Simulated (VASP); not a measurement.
# H17O8F in VASP: a series of runs

H17O8F is run at these levels: PBE; tasks: single point.

Program: VASP 6.6.1. These are calculated values, not measurements. Logs are shortened: lines on timing, memory, paths and dates and some standing lists are left out, and cuts for length are marked.

## Step 1: The cell of the first run

The cell holds an amorphous packing of atoms, 26 atoms: a = 6.495 Å, b = 6.495 Å, c = 6.495 Å, α = 90.00°, β = 90.00°, γ = 90.00°.

## Step 2: Single point, PBE

INCAR reads:

```
SYSTEM = H17O8F
PREC = Accurate
ENCUT = 520
EDIFF = 1E-6
ISMEAR = -1
SIGMA = 0.05
LREAL = .FALSE.
LASPH = .TRUE.
NELM = 120
ALGO = Normal
ISIF = 2
LWAVE = .FALSE.
LCHARG = .FALSE.
GGA = PE
NBANDS = 55
GGA_COMPAT = .FALSE.
```

KPOINTS reads:

```
regular mesh
0
G
  1 1 1
  0 0 0
```

POSCAR reads:

```
H17O8F
1.0
    6.4950650000      0.0000000000      0.0000000000
    0.0000000000      6.4950650000      0.0000000000
    0.0000000000      0.0000000000      6.4950650000
O H F
8 17 1
Direct
    0.9508141951      0.8616080055      0.5093405532
    0.1556874335      0.4358539907      0.2269107392
    0.8708611846      0.1589052611      1.0748314297
    0.2978569114      0.6017183816      0.6570527008
    0.6382384164      0.2744545282      0.4842137838
    0.2036161301      0.8028249140      0.0020785011
    0.2236159299      0.2507904078      0.7971128849
    0.7080144694      0.6715560198      0.8820696945
    0.8909071734      1.0011447153      0.5566841902
    0.8552647279      0.8303689032      0.3863702673
    0.1782892088      0.4417353791      0.0795834992
    0.0364122607      0.3549925982      0.2448320379
    0.7212552915      0.1544865217      1.1027141376
    0.8622238577      0.2919601267      0.9901517537
    0.2461561201      0.6592697687      0.5325119918
    0.2488966623      0.6803627061      0.7696304810
    0.7125255867      0.3891723947      0.4365622207
    0.5169155351      0.3375023960      0.5374542056
    0.1241558014      0.9160955279      0.0650647838
    0.2403825058      0.7396538757      0.1277123478
    0.1954252960      0.3160399473      0.6602705285
    0.2279576879      0.0984747651      0.7673210353
    0.7530486608      0.7823632250      0.7866741903
    0.5988084800      0.5993011617      0.8118471486
    0.6645660975      0.7588222751      0.0852185467
    0.6410867328      0.8171742700      0.2200285909
```

Potentials or basis: VASP PAW PBE potentials, release 64 (O, H, F).

Run with:

```sh
$ cat potpaw_PBE.64/O/POTCAR potpaw_PBE.64/H/POTCAR potpaw_PBE.64/F/POTCAR > POTCAR
$ mpirun -np 1 vasp_gam > vasp.out
```

OUTCAR:

```text
SYSTEM = H17O8F
   PREC = Accurate
   ENCUT = 520
   EDIFF = 1E-6
   ISMEAR = -1
   LREAL = .FALSE.
   LASPH = .TRUE.
   NELM = 120
   ISIF = 2
   GGA = PE

 ion  position               nearest neighbor table
   1  0.951  0.862  0.509-  10 1.03   9 1.03
   2  0.156  0.436  0.227-  12 0.94  11 0.97
   3  0.871  0.159  0.075-  13 0.99  14 1.03
   4  0.298  0.602  0.657-  16 0.95  15 0.95
   5  0.638  0.274  0.484-  17 0.94  18 0.95
   6  0.204  0.803  0.002-  20 0.94  19 0.99
   7  0.224  0.251  0.797-  21 1.00  22 1.01
   8  0.708  0.672  0.882-  24 0.97  23 0.99
   9  0.891  0.001  0.557-   1 1.03
  10  0.855  0.830  0.386-   1 1.03
  11  0.178  0.442  0.080-   2 0.97
  12  0.036  0.355  0.245-   2 0.94
  13  0.721  0.154  0.103-   3 0.99
  14  0.862  0.292  0.990-   3 1.03
[... 10 lines left out ...]
  25  0.665  0.759  0.085-  26 0.97
  26  0.641  0.817  0.220-  25 0.97

  LATTYP: Found a simple cubic cell.
 ALAT       =     6.4950650000

  Lattice vectors:

 A1 = (   6.4950650000,   0.0000000000,   0.0000000000)
 A2 = (   0.0000000000,   6.4950650000,   0.0000000000)
 A3 = (   0.0000000000,   0.0000000000,   6.4950650000)

Analysis of symmetry for initial positions (statically):
=====================================================================
 Subroutine PRICEL returns:
 Original cell was already a primitive cell.

 Routine SETGRP: Setting up the symmetry group for a
 simple cubic supercell.

 Subroutine GETGRP returns: Found  1 space group operations
 (whereof  1 operations were pure point group operations)
 out of a pool of 48 trial point group operations.

The static configuration has the point symmetry C_1 .

Analysis of symmetry for dynamics (positions and initial velocities):
=====================================================================
 Subroutine PRICEL returns:
 Original cell was already a primitive cell.

 Routine SETGRP: Setting up the symmetry group for a
 simple cubic supercell.

 Subroutine GETGRP returns: Found  1 space group operations
 (whereof  1 operations were pure point group operations)
 out of a pool of 48 trial point group operations.

The dynamic configuration has the point symmetry C_1 .

 Subroutine INISYM returns: Found  1 space group operations
 (whereof  1 operations are pure point group operations),
 and found     1 'primitive' translations

----------------------------------------------------------------------------------------

                                     Primitive cell

  volume of cell :     274.0000

  direct lattice vectors                    reciprocal lattice vectors
     6.495065000  0.000000000  0.000000000     0.153963047  0.000000000  0.000000000
     0.000000000  6.495065000  0.000000000     0.000000000  0.153963047  0.000000000
     0.000000000  0.000000000  6.495065000     0.000000000  0.000000000  0.153963047

  length of vectors
     6.495065000  6.495065000  6.495065000     0.153963047  0.153963047  0.153963047

  position of ions in fractional coordinates (direct lattice)
     0.950814195  0.861608006  0.509340553
     0.155687433  0.435853991  0.226910739
     0.870861185  0.158905261  0.074831430
     0.297856911  0.601718382  0.657052701
     0.638238416  0.274454528  0.484213784
     0.203616130  0.802824914  0.002078501
[... 18 lines left out ...]
     0.664566097  0.758822275  0.085218547
     0.641086733  0.817174270  0.220028591

  ion indices of the primitive-cell ions
   primitive index   ion index
                 1           1
                 2           2
                 3           3
                 4           4
                 5           5
                 6           6
[... 18 lines left out ...]
                25          25
                26          26

----------------------------------------------------------------------------------------

 KPOINTS: regular mesh

Automatic generation of k-mesh.
 Grid dimensions read from file:
 generate k-points for:    1    1    1

 Generating k-lattice:

  Cartesian coordinates                     Fractional coordinates (reciprocal lattice)
     0.153963047  0.000000000  0.000000000     1.000000000  0.000000000  0.000000000
     0.000000000  0.153963047  0.000000000     0.000000000  1.000000000  0.000000000
     0.000000000  0.000000000  0.153963047     0.000000000  0.000000000  1.000000000

  Length of vectors
     0.153963047  0.153963047  0.153963047

  Shift w.r.t. Gamma in fractional coordinates (k-lattice)
     0.000000000  0.000000000  0.000000000

 Subroutine IBZKPT returns following result:
 ===========================================

 Found      1 irreducible k-points:

 Following reciprocal coordinates:
            Coordinates               Weight
  0.000000  0.000000  0.000000      1.000000
   k-points           NKPTS =      1   k-points in BZ     NKDIM =      1   number of bands    NBANDS=     55
   number of dos      NEDOS =    301   number of ions     NIONS =     26
   total plane-waves  NPLWV = 110592
   dimension x,y,z NGX =    48 NGY =   48 NGZ =   48
   dimension x,y,z NGXF=    96 NGYF=   96 NGZF=   96
   ions per type =               8  17   1
   NGX,Y,Z   is equivalent  to a cutoff of  12.29, 12.29, 12.29 a.u.
   NGXF,Y,Z  is equivalent  to a cutoff of  24.57, 24.57, 24.57 a.u.
 SYSTEM =  H17O8F
   PREC   = accura    normal or accurate (medium, high low for compatibility)
   ISTART =      0    job   : 0-new  1-cont  2-samecut
   ICHARG =      2    charge: 1-file 2-atom 10-const
   ISPIN  =      1    spin polarized calculation?
   LNONCOLLINEAR =      F non collinear calculations
   LSORBIT =      F    spin-orbit coupling
   LASPH  =      T    aspherical Exc in radial PAW
   ENCUT  =  520.0 eV  38.22 Ry    6.18 a.u.  12.08 12.08 12.08*2*pi/ulx,y,z
   NELM   =    120;   NELMIN=  2; NELMDL= -5     # of ELM steps
   EDIFF  = 0.1E-05   stopping-criterion for ELM
   LREAL  =      F    real-space projection
   EDIFFG = 0.1E-04   stopping-criterion for IOM
   NSW    =      0    number of steps for IOM
   IBRION =     -1    ionic relax: 0-MD 1-quasi-New 2-CG
   NFREE  =      0    steps in history (QN), initial steepest desc. (CG)
   ISIF   =      2    stress and relaxation
   ISYM   =      2    0-nonsym 1-usesym 2-fastsym
   POTIM  = 0.5000    time-step for ionic-motion
   TEBEG  =    0.0;   TEEND  =   0.0 temperature during run
   PSTRESS=    0.0 pullay stress
   NELECT =      72.0000    total number of electrons
   NUPDOWN=      -1.0000    fix difference up-down
   EMIN   =  10.00;   EMAX   =-10.00  energy-range for DOS
   EFERMI =   0.00;   METHOD = LEGACY
   ISMEAR =    -1;   SIGMA  =   0.05  broadening in eV -4-tet -1-fermi 0-gaus
   EFERMI_NEDOS =   21; number of points for ismear=-14 and -15
   IALGO  =     38    algorithm
   IMIX   =      4    mixing-type and parameters
     AMIX     =   0.40;   BMIX     =  1.00
     AMIX_MAG =   1.60;   BMIX_MAG =  1.00
  volume/ion in A,a.u.               =      10.54        71.12
  Fermi-wavevector in a.u.,A,eV,Ry     =   1.048581  1.981532 14.959919  1.099523
  Thomas-Fermi vector in A             =   2.183509
   LORBIT       =      0    0 simple, 1 ext, 2 COOP (PROOUT), +10 PAW based schemes
   GGA     = PE    functional components
[... 5 lines left out ...]
 non-spin polarized calculation
  energy-cutoff  :      520.00
  volume of cell :      274.00
 maximum number of plane-waves:      3625
   NGX = 25   NGY = 25   NGZ = 25

 number of electron      72.0000013 magnetization

 Free energy of the ion-electron system (eV)
  ---------------------------------------------------
  ext. energy  EPLUGINS =         0.00000000
  ---------------------------------------------------
  free energy    TOTEN  =      -123.66918583 eV

  energy without entropy =     -123.66918583  energy(sigma->0) =     -123.66918583

 E-fermi :  -2.5473     XC(G=0):  -6.7198

 val. band max:       -3.8579258451   @ k =   0.0000   0.0000   0.0000
 cond. band min:       0.5784549218   @ k =   0.0000   0.0000   0.0000
 fundamental gap:      4.4363807669
 Fermi energy:        -2.5473276186

 k-point     1 :       0.0000    0.0000    0.0000
  band No.  band energies     occupation
      1     -26.2850      2.00000
      2     -23.0402      2.00000
      3     -22.7784      2.00000
      4     -22.6068      2.00000
      5     -22.4285      2.00000
      6     -22.1436      2.00000
[... 40 lines left out ...]
     47       6.3530      0.00000
     48       6.6353      0.00000
 [bands above 48 left out]

------------------------ aborting loop because EDIFF is reached ----------------------------------------

  FORCE on cell =-STRESS in cart. coord.  units (eV):
  Direction    XX          YY          ZZ          XY          YZ          ZX
  --------------------------------------------------------------------------------------
  -------------------------------------------------------------------------------------
  Total        2.1505687      0.1014510      2.6637796      2.9003270     -1.4075591     -1.7296441
  in kB       12.5751567      0.5932206     15.5760870     16.9592654     -8.2305092    -10.1138576
  external PRESSURE =       9.5814881 kB  Pullay stress =       0.0000000 kB

 VOLUME and BASIS-vectors are now :
 -----------------------------------------------------------------------------
  energy-cutoff  :      520.00
  volume of cell :      274.00
      direct lattice vectors                 reciprocal lattice vectors
     6.495065000  0.000000000  0.000000000     0.153963047  0.000000000  0.000000000
     0.000000000  6.495065000  0.000000000     0.000000000  0.153963047  0.000000000
     0.000000000  0.000000000  6.495065000     0.000000000  0.000000000  0.153963047

 POSITION                                       TOTAL-FORCE (eV/Angst)
 -----------------------------------------------------------------------------------
      6.17560      5.59620      3.30820        -2.003740      1.650405     -0.429062
      1.01120      2.83090      1.47380         1.612259      1.415096      0.506106
      5.65630      1.03210      0.48603        -1.455808      2.256559     -1.204458
      1.93460      3.90820      4.26760         1.619703     -1.358992     -1.102323
      4.14540      1.78260      3.14500         0.148553     -1.576922      0.217369
      1.32250      5.21440      0.01350        -0.810522      1.725012     -0.303696
[... 18 lines left out ...]
      4.31640      4.92860      0.55350         0.162610     -0.554334     -1.296082
      4.16390      5.30760      1.42910        -0.264443      0.422940      1.479845
 -----------------------------------------------------------------------------------
    total drift:                                0.001604     -0.000990      0.001072

  FREE ENERGIE OF THE ION-ELECTRON SYSTEM (eV)
  ---------------------------------------------------
  free  energy   TOTEN  =      -123.6691858305 eV

  energy  without entropy=     -123.6691858304  energy(sigma->0) =     -123.66918583
```

It took 52 s on 1 thread of Intel Xeon 8259CL, shared host; peak memory 0.3 GiB.

Results:

```
Free energy            : -123.6692 eV
Pressure               : 1.0 GPa
Largest force          : 2.943 eV/Å
Band gap on the k mesh : 4.44 eV
```

Forces in eV/Å, atoms in the order of the input:
```
O   -2.004  1.650 -0.429
O    1.612  1.415  0.506
O   -1.456  2.257 -1.204
O    1.620 -1.359 -1.102
O    0.149 -1.577  0.217
O   -0.811  1.725 -0.304
O   -0.244 -1.784 -1.277
O    0.724  0.569 -0.102
H    0.829 -1.749 -0.810
H    0.899  0.393  1.316
H   -0.042 -0.446 -0.279
H   -1.275 -1.166 -0.043
H    0.411 -0.781  0.549
H    0.865 -1.616  0.571
H   -0.492  0.586 -0.735
H   -0.826  1.088  1.258
H    1.068  1.360 -0.678
H   -1.175  0.293  0.566
H   -0.158  0.108 -0.903
H    0.806 -1.338  1.279
H    0.360 -0.116  1.207
H   -0.080  1.437  0.483
H    0.043 -0.738  0.184
H   -0.721 -0.081 -0.452
H    0.163 -0.554 -1.296
F   -0.264  0.423  1.480
```

Levels at points of the mesh, in eV from the valence-band top:
| k point | band 32 | band 33 | band 34 | band 35 | band 36 | band 37 | band 38 | band 39 | band 40 | band 41 |
| --- | --- | --- | --- | --- | --- | --- | --- | --- | --- | --- |
| (0.00, 0.00, 0.00) | -0.40 | -0.31 | -0.20 | -0.02 | 0.00 | 4.44 | 7.50 | 7.79 | 7.97 | 8.18 |

Caveat: the k points lie up to 0.97 Å⁻¹ apart.

## Step 3: Single point, PBE

INCAR reads:

```
  PREC = Accurate
  ENCUT = 520
  EDIFF = 1E-6
  ISMEAR = -1
  SIGMA = 0.05
  LREAL = F
  LASPH = T
  NELM = 120
  ALGO = Normal
  ISIF = 2
  LWAVE = F
  LCHARG = F
  GGA = PE
  NBANDS = 55
  GGA_COMPAT = F
```

KPOINTS reads:

```
Automatic mesh
0
Gamma
  1 1 1
```

POSCAR reads:

```
H17O8F
1.0
    6.4950650000      0.0000000000      0.0000000000
    0.0000000000      6.4950650000      0.0000000000
    0.0000000000      0.0000000000      6.4950650000
O H F
8 17 1
Direct
    0.9296750687      0.9099062134      0.5705100719
    0.1461879134      0.4709421692      0.3069561275
    0.8646256812      0.1305452678      1.1588490646
    0.3101585588      0.6252747278      0.6459673614
    0.6773142378      0.2845545041      0.5324811992
    0.2077731324      0.7945724947      0.0031716388
    0.2308829858      0.1894515297      0.8206076460
    0.7159743590      0.6344509254      0.7858119973
    0.8483825797      1.0431920235      0.5979308906
    0.9703059169      0.8897524505      0.4292027870
    0.0834941606      0.5777925240      0.2282194251
    0.0470511073      0.3539302532      0.2839386519
    0.7620862917      0.0188142844      1.1204506806
    0.9411607120      0.1823076443      1.0267641663
    0.2710519448      0.5937123031      0.5103567093
    0.2100055966      0.7347886434      0.6811941066
    0.6584691608      0.3724981967      0.6598240356
    0.5430276679      0.2478651099      0.4892175829
    0.1829388928      0.9285819311      0.0798298400
    0.3470942939      0.8161735102     -0.0480364708
    0.2223072440      0.3360551434      0.7561587143
    0.1760259520      0.1093907451      0.7096926667
    0.7744803170      0.7433335925      0.6974680007
    0.5691859897      0.6284463666      0.7562972811
    0.7018713439      0.6923564275      0.0072054706
    0.6617331774      0.7319865159      0.1473734289
```

Potentials or basis: VASP PAW PBE potentials, release 64 (O, H, F).

Run with:

```sh
$ cat potpaw_PBE.64/O/POTCAR potpaw_PBE.64/H/POTCAR potpaw_PBE.64/F/POTCAR > POTCAR
$ mpirun -np 1 vasp_gam > vasp.out
```

Run time: 54 s. Hardware: 1 thread of Intel Xeon 8259CL, shared host; peak memory 0.3 GiB.

It converged, with:

| Property | Result |
| --- | --- |
| Free energy | -123.9776 eV |
| Pressure | -0.4 GPa |
| Largest force | 2.913 eV/Å |
| Band gap on the k mesh | 4.49 eV |

Forces in eV/Å, atoms in the order of the input:
```
O   -0.412  0.879  1.683
O   -0.729 -1.875  0.141
O    0.751 -0.010 -2.206
O    0.212  1.135  2.210
O    1.297  0.624  1.872
O   -0.364  1.736  1.063
O   -0.077  2.873 -0.473
O    0.060 -0.332  0.973
H    0.691 -0.958 -1.407
H   -0.577  0.628 -0.544
H   -0.073  0.912 -0.938
H    0.658  0.773  0.559
H    1.131  0.999  0.209
H   -1.344 -1.185  1.742
H   -0.422 -1.112 -2.411
H    0.291 -0.527  0.401
H    0.357 -0.696 -1.308
H   -1.224 -0.307 -0.424
H    0.071 -1.292 -0.996
H    0.009 -0.173  0.312
H    0.364 -1.611  1.148
H   -0.513 -0.907 -0.584
H    0.485  0.035 -0.439
H   -0.778  0.192 -0.568
H    0.125 -0.360 -0.721
F    0.012  0.561  0.707
```

Stress tensor (GPa, compression positive):
```
-0.82 -0.07  1.51
-0.07 -2.44  0.89
 1.51  0.89  1.94
```

Levels at points of the mesh, in eV from the valence-band top:
| k point | band 33 | band 34 | band 35 | band 36 | band 37 | band 38 | band 39 | band 40 |
| --- | --- | --- | --- | --- | --- | --- | --- | --- |
| (0.00, 0.00, 0.00) | -0.32 | -0.30 | -0.13 | 0.00 | 4.49 | 7.69 | 7.84 | 8.27 |

Caveat: the k points lie up to 0.97 Å⁻¹ apart.

[end of part 1 of 2]
